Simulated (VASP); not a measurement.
# Sc4As3 (I-43d) in VASP: notebook

Sc4As3 is run at these levels: PBE; tasks: single point, relaxation of cell and atoms.

All numbers are computed with VASP 6.6.1; they aren't measurements. Logs are shortened: lines on timing, memory, paths and dates and some standing lists are left out, and cuts for length are marked.

## (1) The cell of the first run

It takes space group I-43d (No. 220, cubic). Conventional cell: a = 8.176 Å, b = 8.176 Å, c = 8.176 Å, α = 90.00°, β = 90.00°, γ = 90.00°. Sc (site symmetry 3) has 6 As at 2.71 to 2.96 Å and 5 Sc at 3.17 to 3.54 Å within 3.6 Å. As (site symmetry -4) has 8 Sc at 2.71 to 2.96 Å within 3.6 Å.

## (2) Single point, PBE

INCAR reads:

```
  ALGO = Normal
  EDIFF = 1E-6
  ENCUT = 520
  GGA = PE
  ISIF = 2
  ISMEAR = 0
  LASPH = T
  LCHARG = F
  LREAL = F
  LWAVE = F
  NBANDS = 72
  NELM = 80
  PREC = Accurate
  SIGMA = 0.2
```

KPOINTS reads:

```
k-points
0
Gamma
  3 3 3
```

POSCAR reads:

```
Sc4As3
1.0
   -4.0881041536      4.0881041536      4.0881041536
    4.0881041536     -4.0881041536      4.0881041536
    4.0881041536      4.0881041536     -4.0881041536
Sc As
8 6
Direct
    0.5000000000      0.0000000000      0.3624030967
    0.6375969033      0.6375969033      0.6375969033
    0.0000000000      0.3624030967      0.5000000000
    0.3624030967      0.5000000000      0.0000000000
    0.8624030967      0.5000000000      0.0000000000
    0.5000000000      0.0000000000      0.8624030967
    0.0000000000      0.8624030967      0.5000000000
    0.1375969033      0.1375969033      0.1375969033
    0.3750000000      0.2500000000      0.6250000000
    0.6250000000      0.3750000000      0.2500000000
    0.2500000000      0.6250000000      0.3750000000
    0.7500000000      0.8750000000      0.1250000000
    0.1250000000      0.7500000000      0.8750000000
    0.8750000000      0.1250000000      0.7500000000
```

Potentials or basis: VASP PAW PBE potentials, release 64 (Sc_sv, As).

On the command line:

```console
cat potpaw_PBE.64/Sc_sv/POTCAR potpaw_PBE.64/As/POTCAR > POTCAR
mpirun -np 1 vasp_std > vasp.out
```

OUTCAR:

```text
EDIFF = 1E-6
   ENCUT = 520
   GGA = PE
   ISIF = 2
   ISMEAR = 0
   LASPH = T
   LREAL = F
   NELM = 80
   PREC = Accurate

 ion  position               nearest neighbor table
   1  0.500  0.000  0.362-   9 2.71  11 2.71  14 2.71  12 2.96  13 2.96  10 2.96   8 3.17   4 3.17
                             3 3.17
   2  0.638  0.638  0.638-  10 2.71  11 2.71   9 2.71  14 2.96  13 2.96  12 2.96   6 3.17   5 3.17
                             7 3.17
   3  0.000  0.362  0.500-  10 2.71  11 2.71  13 2.71  12 2.96   9 2.96  14 2.96   4 3.17   8 3.17
                             1 3.17
   4  0.362  0.500  0.000-   9 2.71  10 2.71  12 2.71  11 2.96  13 2.96  14 2.96   1 3.17   3 3.17
                             8 3.17
   5  0.862  0.500  0.000-  11 2.71  13 2.71  14 2.71  12 2.96  10 2.96   9 2.96   7 3.17   2 3.17
                             6 3.17
   6  0.500  0.000  0.862-  10 2.71  12 2.71  13 2.71   9 2.96  11 2.96  14 2.96   2 3.17   7 3.17
                             5 3.17
   7  0.000  0.862  0.500-   9 2.71  12 2.71  14 2.71  10 2.96  13 2.96  11 2.96   6 3.17   5 3.17
                             2 3.17
   8  0.138  0.138  0.138-  13 2.71  14 2.71  12 2.71  10 2.96  11 2.96   9 2.96   1 3.17   3 3.17
                             4 3.17
   9  0.375  0.250  0.625-   1 2.71   4 2.71   7 2.71   2 2.71   5 2.96   6 2.96   3 2.96   8 2.96
[... 7 lines left out ...]
  13  0.125  0.750  0.875-   3 2.71   5 2.71   6 2.71   8 2.71   2 2.96   1 2.96   7 2.96   4 2.96

  14  0.875  0.125  0.750-   1 2.71   5 2.71   7 2.71   8 2.71   2 2.96   6 2.96   4 2.96   3 2.96

  LATTYP: Found a body centered cubic cell.
 ALAT       =     8.1762083072

  Lattice vectors:

 A1 = (  -4.0881041536,   4.0881041536,   4.0881041536)
 A2 = (   4.0881041536,  -4.0881041536,   4.0881041536)
 A3 = (   4.0881041536,   4.0881041536,  -4.0881041536)

Analysis of symmetry for initial positions (statically):
=====================================================================
 Subroutine PRICEL returns:
 Original cell was already a primitive cell.

 Routine SETGRP: Setting up the symmetry group for a
 body centered cubic supercell.

 Subroutine GETGRP returns: Found 24 space group operations
 (whereof  3 operations were pure point group operations)
 out of a pool of 48 trial point group operations.

The static configuration has the point symmetry C_3 .
 The point group associated with its full space group is T_d .

Analysis of symmetry for dynamics (positions and initial velocities):
=====================================================================
 Subroutine PRICEL returns:
 Original cell was already a primitive cell.
[... 129 lines left out ...]
   IALGO  =     38    algorithm
   IMIX   =      4    mixing-type and parameters
     AMIX     =   0.40;   BMIX     =  1.00
     AMIX_MAG =   1.60;   BMIX_MAG =  1.00
  volume/ion in A,a.u.               =      19.52       131.73
  Fermi-wavevector in a.u.,A,eV,Ry     =   1.237353  2.338258 20.831091  1.531042
  Thomas-Fermi vector in A             =   2.371923
   LORBIT       =      0    0 simple, 1 ext, 2 COOP (PROOUT), +10 PAW based schemes
   GGA     = PE    functional components
   LHFCALC =     F    Hartree Fock is set to
   AEXX    =    0.0000 exact exchange contribution
   IVDW    =     0    specifies the selected vdW correction
   LEPSILON=     F    determine dielectric tensor
   LRPA    =     F    only Hartree local field effects (RPA)
 non-spin polarized calculation
 Gauss-broadening in eV      SIGMA  =   0.20
  energy-cutoff  :      520.00
  volume of cell :      273.29
 maximum number of plane-waves:      7395
 NGX is ok and might be reduce to    54
   NGX = 27   NGY = 27   NGZ = 27

 number of electron     118.0000027 magnetization

 Free energy of the ion-electron system (eV)
  ---------------------------------------------------
  ext. energy  EPLUGINS =         0.00000000
  ---------------------------------------------------
  free energy    TOTEN  =       -95.03371320 eV

  energy without entropy =      -94.74556709  energy(sigma->0) =      -94.88964014

 E-fermi :   5.8566     XC(G=0): -10.6647

 val. band max:        5.8082589241   @ k =   0.3333   0.3333   0.0000
 cond. band min:       5.9424070122   @ k =   0.3333   0.0000   0.0000
 fundamental gap:      0.1341480881
 Fermi energy:         5.8566334243

 k-point     1 :       0.0000    0.0000    0.0000
  band No.  band energies     occupation
      1     -43.8213      2.00000
      2     -43.8061      2.00000
      3     -43.7870      2.00000
      4     -43.7870      2.00000
      5     -43.7870      2.00000
      6     -43.7816      2.00000
[... 285 lines left out ...]
     70       7.7110      0.00000
     71       7.7631      0.00000
 [bands above 71 left out]

------------------------ aborting loop because EDIFF is reached ----------------------------------------

  FORCE on cell =-STRESS in cart. coord.  units (eV):
  Direction    XX          YY          ZZ          XY          YZ          ZX
  --------------------------------------------------------------------------------------
  -------------------------------------------------------------------------------------
  Total        0.9182743      0.9182743      0.9182743      0.0000000     -0.0000000     -0.0000000
  in kB        5.3834064      5.3834064      5.3834064      0.0000000     -0.0000000     -0.0000000
  external PRESSURE =       5.3834064 kB  Pullay stress =       0.0000000 kB

 VOLUME and BASIS-vectors are now :
 -----------------------------------------------------------------------------
  energy-cutoff  :      520.00
  volume of cell :      273.29
      direct lattice vectors                 reciprocal lattice vectors
    -4.088104154  4.088104154  4.088104154     0.000000000  0.122306082  0.122306082
     4.088104154 -4.088104154  4.088104154     0.122306082  0.000000000  0.122306082
     4.088104154  4.088104154 -4.088104154     0.122306082  0.122306082  0.000000000

 POSITION                                       TOTAL-FORCE (eV/Angst)
 -----------------------------------------------------------------------------------
     -0.56251      3.52559      0.56251        -0.045665     -0.045665      0.045665
      2.60656      2.60656      2.60656         0.045665      0.045665      0.045665
      3.52559      0.56251     -0.56251        -0.045665      0.045665     -0.045665
      0.56251     -0.56251      3.52559         0.045665     -0.045665     -0.045665
     -1.48154      1.48154      5.56965         0.045665     -0.045665     -0.045665
      1.48154      5.56965     -1.48154        -0.045665     -0.045665      0.045665
      5.56965     -1.48154      1.48154        -0.045665      0.045665     -0.045665
      0.56251      0.56251      0.56251         0.045665      0.045665      0.045665
      2.04405      3.06608      0.00000        -0.000000     -0.000000      0.000000
      0.00000      2.04405      3.06608        -0.000000     -0.000000     -0.000000
      3.06608      0.00000      2.04405        -0.000000     -0.000000     -0.000000
      1.02203      0.00000      6.13216        -0.000000     -0.000000      0.000000
      6.13216      1.02203      0.00000         0.000000     -0.000000      0.000000
      0.00000      6.13216      1.02203         0.000000     -0.000000     -0.000000
 -----------------------------------------------------------------------------------
    total drift:                                0.000000      0.000000     -0.000000

  FREE ENERGIE OF THE ION-ELECTRON SYSTEM (eV)
  ---------------------------------------------------
  free  energy   TOTEN  =       -95.0337131981 eV

  energy  without entropy=      -94.7455670909  energy(sigma->0) =      -94.88964014
```

OSZICAR:

```text
N       E                     dE             d eps       ncg     rms          rms(c)
DAV:   1     0.231391810247E+04    0.23139E+04   -0.50131E+04   576   0.168E+03
DAV:   2     0.198465557229E+03   -0.21155E+04   -0.20875E+04   808   0.740E+02
DAV:   3    -0.852964124627E+02   -0.28376E+03   -0.27626E+03   936   0.333E+02
DAV:   4    -0.105173589524E+03   -0.19877E+02   -0.19410E+02   936   0.755E+01
DAV:   5    -0.105908285240E+03   -0.73470E+00   -0.72450E+00   928   0.189E+01    0.217E+01
DAV:   6    -0.952812931167E+02    0.10627E+02   -0.42125E+01   840   0.334E+01    0.670E+00
DAV:   7    -0.951068894889E+02    0.17440E+00   -0.22179E+00   936   0.836E+00    0.317E+00
DAV:   8    -0.950493619929E+02    0.57527E-01   -0.38390E-01   824   0.361E+00    0.101E+00
DAV:   9    -0.950341522056E+02    0.15210E-01   -0.16192E-01   848   0.221E+00    0.349E-01
DAV:  10    -0.950344820213E+02   -0.32982E-03   -0.22786E-02   848   0.932E-01    0.236E-01
DAV:  11    -0.950337325483E+02    0.74947E-03   -0.31774E-03   872   0.353E-01    0.478E-02
DAV:  12    -0.950337155237E+02    0.17025E-04   -0.51138E-04   928   0.118E-01    0.998E-03
DAV:  13    -0.950337125337E+02    0.29900E-05   -0.59350E-05   832   0.417E-02    0.745E-03
DAV:  14    -0.950337131981E+02   -0.66440E-06   -0.53245E-06   632   0.164E-02
   1 F= -.95033713E+02 E0= -.94889640E+02  d E =-.288146E+00
```

Run time: 73 s. Hardware: 1 thread of Intel Xeon 6975P-C (Granite Rapids), shared host; peak memory 0.42 GiB.

Results:

- Free energy: -95.0337 eV
- Pressure: 0.5 GPa
- Largest force: 0.079 eV/Å
- Band gap on the k mesh: zero (bands 59 and 60 overlap by 0.31 eV)

Forces in eV/Å, atoms in the order of the input:
```
Sc  -0.046 -0.046  0.046
Sc   0.046  0.046  0.046
Sc  -0.046  0.046 -0.046
Sc   0.046 -0.046 -0.046
Sc   0.046 -0.046 -0.046
Sc  -0.046 -0.046  0.046
Sc  -0.046  0.046 -0.046
Sc   0.046  0.046  0.046
As   0.000  0.000  0.000
As   0.000  0.000  0.000
As   0.000  0.000  0.000
As   0.000  0.000  0.000
As   0.000  0.000  0.000
As   0.000  0.000  0.000
```

Levels at points of the mesh, in eV from the Fermi level:
| k point | band 57 | band 58 | band 59 | band 60 | band 61 | band 62 | band 63 | band 64 |
| --- | --- | --- | --- | --- | --- | --- | --- | --- |
| (0.00, 0.00, 0.00) | -0.40 | -0.40 | -0.08 | -0.08 | -0.08 | 0.48 | 0.74 | 0.74 |

Caveat: the k points lie up to 0.36 Å⁻¹ apart.

## (3) Single point, PBE

INCAR reads:

```
SYSTEM = Sc4As3
ALGO = Fast
EDIFF = 1E-7
ENCUT = 520
GGA = PE
ISIF = 2
ISMEAR = 0
LASPH = .TRUE.
LCHARG = .FALSE.
LREAL = .FALSE.
LWAVE = .FALSE.
NBANDS = 72
NELM = 100
PREC = Accurate
SIGMA = 0.2
```

KPOINTS reads:

```
k-points
0
G
  4 4 4
  0 0 0
```

POSCAR reads:

```
Sc4As3
1.0
   -4.0890977420      4.0890977420      4.0890977420
    4.0890977420     -4.0890977420      4.0890977420
    4.0890977420      4.0890977420     -4.0890977420
Sc As
8 6
Direct
    0.5000000000      1.0000000000      0.3604198623
    0.6395801377      0.6395801377      0.6395801377
    0.0000000000      0.3604198623      0.5000000000
    0.3604198623      0.5000000000      0.0000000000
    0.8604198623      0.5000000000      1.0000000000
    0.5000000000      1.0000000000      0.8604198623
    1.0000000000      0.8604198623      0.5000000000
    0.1395801377      0.1395801377      0.1395801377
    0.3750000000      0.2500000000      0.6250000000
    0.6250000000      0.3750000000      0.2500000000
    0.2500000000      0.6250000000      0.3750000000
    0.7500000000      0.8750000000      0.1250000000
    0.1250000000      0.7500000000      0.8750000000
    0.8750000000      0.1250000000      0.7500000000
```

Potentials or basis: VASP PAW PBE potentials, release 64 (Sc_sv, As).

On the command line:

```console
cat potpaw_PBE.64/Sc_sv/POTCAR potpaw_PBE.64/As/POTCAR > POTCAR
mpirun -np 1 vasp_std > vasp.out
```

It took 4.1 min on 1 thread of Intel Xeon 6975P-C (Granite Rapids), shared host; peak memory 0.46 GiB.

The run converged. Its results:

| Item | Value |
| --- | --- |
| Free energy | -95.0233 eV |
| Pressure | 0.4 GPa |
| Largest force | 0.006 eV/Å |
| Band gap on the k mesh | zero (bands 59 and 60 overlap by 0.47 eV) |

Forces on the atoms (eV/Å):
```
Sc  -0.003 -0.003  0.003
Sc   0.003  0.003  0.003
Sc  -0.003  0.003 -0.003
Sc   0.003 -0.003 -0.003
Sc   0.003 -0.003 -0.003
Sc  -0.003 -0.003  0.003
Sc  -0.003  0.003 -0.003
Sc   0.003  0.003  0.003
As   0.000  0.000  0.000
As   0.000  0.000  0.000
As   0.000  0.000  0.000
As   0.000  0.000  0.000
As   0.000  0.000  0.000
As   0.000  0.000  0.000
```

Levels at points of the mesh, in eV from the Fermi level:
```tsv
k point	band 56	band 57	band 58	band 59	band 60	band 61	band 62	band 63
(0.00, 0.00, 0.00)	-0.68	-0.42	-0.42	-0.09	-0.09	-0.09	0.47	0.70
(0.50, 0.00, 0.00)	-1.88	-0.18	-0.18	0.03	0.03	0.28	0.28	0.98
(0.50, 0.50, 0.50)	-2.30	-0.29	-0.29	-0.29	-0.29	-0.29	-0.29	1.68
```

## (4) Relaxation of cell and atoms, PBE

This run uses another cell than the first one, of 19.80 Å³/atom.

INCAR reads:

```
ALGO     = Fast           # electronic algorithm
EDIFF    = 1E-7           # SCF threshold, eV
EDIFFG   = -0.08          # ionic threshold
ENCUT    = 600            # plane-wave cutoff, eV
GGA      = PE             # functional
IBRION   = 2              # ionic algorithm
ISIF     = 3              # what is computed and relaxed
ISMEAR   = 0              # smearing method
LASPH    = True           # aspherical terms in the spheres
LCHARG   = False          # write CHGCAR
LREAL    = False          # projectors in reciprocal space
LWAVE    = False          # write WAVECAR
NELM     = 80             # most SCF steps
NSW      = 36             # ionic steps
PREC     = Accurate       # precision mode
SIGMA    = 0.2            # smearing width, eV
```

KPOINTS reads:

```
k-points
0
Gamma
  3 3 3
```

POSCAR reads:

```
Sc4As3
1.0
   -4.1075000000      4.1075000000      4.1075000000
    4.1075000000     -4.1075000000      4.1075000000
    4.1075000000      4.1075000000     -4.1075000000
Sc As
8 6
Direct
    0.5000000000      0.0000000000      0.3700000000
    0.6300000000      0.6300000000      0.6300000000
    0.0000000000      0.3700000000      0.5000000000
    0.3700000000      0.5000000000      0.0000000000
    0.8700000000      0.5000000000      0.0000000000
    0.5000000000      0.0000000000      0.8700000000
    0.0000000000      0.8700000000      0.5000000000
    0.1300000000      0.1300000000      0.1300000000
    0.3750000000      0.2500000000      0.6250000000
    0.6250000000      0.3750000000      0.2500000000
    0.2500000000      0.6250000000      0.3750000000
    0.7500000000      0.8750000000      0.1250000000
    0.1250000000      0.7500000000      0.8750000000
    0.8750000000      0.1250000000      0.7500000000
```

On the command line:

```console
cat potpaw_PBE.64/Sc_sv/POTCAR potpaw_PBE.64/As/POTCAR > POTCAR
mpirun -np 1 vasp_std > vasp.out
```

It took 6 min on 1 thread of Intel Xeon 6975P-C (Granite Rapids), shared host; peak memory 0.53 GiB.

Results (log left out):

```yaml
Free_energy: -95.0431 eV
Relaxed_volume: 19.62 Å³/atom
Relaxed_cell: a = 7.093 Å, b = 7.093 Å, c = 7.093 Å, α = 109.47°, β = 109.47°, γ = 109.47°
Space_group_after_relaxing_to_0.1_Å: I-43d (No. 220)
Energy_gained_by_relaxing: 6.7 meV/atom
Ionic_steps: 3
Pressure_after_relaxing: 0.0 GPa
Band_gap_on_the_k_mesh: zero (bands 59 and 60 overlap by 0.31 eV)
```

The path:
```csv
step,energy change (eV),largest force (eV/Å),pressure (GPa),volume (Å³)
1,0.0000,0.3454,-0.13,277.20
2,-0.0408,0.2595,-0.13,276.58
3,-0.0940,0.0012,0.00,274.72
```

Final structure:
```xyz
14
Lattice="-4.0952 4.0952 4.0952 4.0952 -4.0952 4.0952 4.0952 4.0952 -4.0952" Properties=species:S:1:pos:R:3 pbc="T T T"
Sc   -0.5708    3.5244    0.5708
Sc    2.6184    2.6184    2.6184
Sc    3.5244    0.5708   -0.5708
Sc    0.5708   -0.5708    3.5244
Sc   -1.4768    1.4768    5.5720
Sc    1.4768    5.5720   -1.4768
Sc    5.5720   -1.4768    1.4768
Sc    0.5708    0.5708    0.5708
As    2.0476    3.0714    0.0000
As    0.0000    2.0476    3.0714
As    3.0714    0.0000    2.0476
As    1.0238    0.0000    6.1428
As    6.1428    1.0238    0.0000
As    0.0000    6.1428    1.0238
```

Levels at points of the mesh, in eV from the Fermi level:
```
           k point  band 56  band 57  band 58  band 59  band 60  band 61  band 62  band 63  band 64  band 65
(0.00, 0.00, 0.00)    -0.67    -0.40    -0.40    -0.08    -0.08    -0.08     0.48     0.71     0.71     1.07
```

Caveat: the k points lie up to 0.36 Å⁻¹ apart in the final cell.

## (5) Overview

| task | cell | k mesh | cutoff (eV) | gap on the mesh (eV) | pressure (GPa) | largest force (eV/Å) |
| --- | --- | --- | --- | --- | --- | --- |
| single point | a = 7.081 Å, angles 109.5°, 14 atoms, atomic positions A | 3 × 3 × 3 | 520 | none | 0.5 | 0.08 |
| single point | a = 7.083 Å, angles 109.5°, 14 atoms, atomic positions B | 4 × 4 × 4 | 520 | none | 0.4 | 0.01 |
| relaxation of cell and atoms | relaxed from a = 7.114 Å, angles 109.5°, 14 atoms, atomic positions C | 3 × 3 × 3 | 600 | none | 0.0 | - |

Alike in all rows: level PBE; potentials or basis VASP PAW PBE potentials, release 64 (Sc_sv, As); no spin polarisation; smearing gaussian 0.2 eV.

Caveats: some runs use coarse meshes.

Total energies depend on the potentials used, so only differences within one code and one set of settings carry meaning.
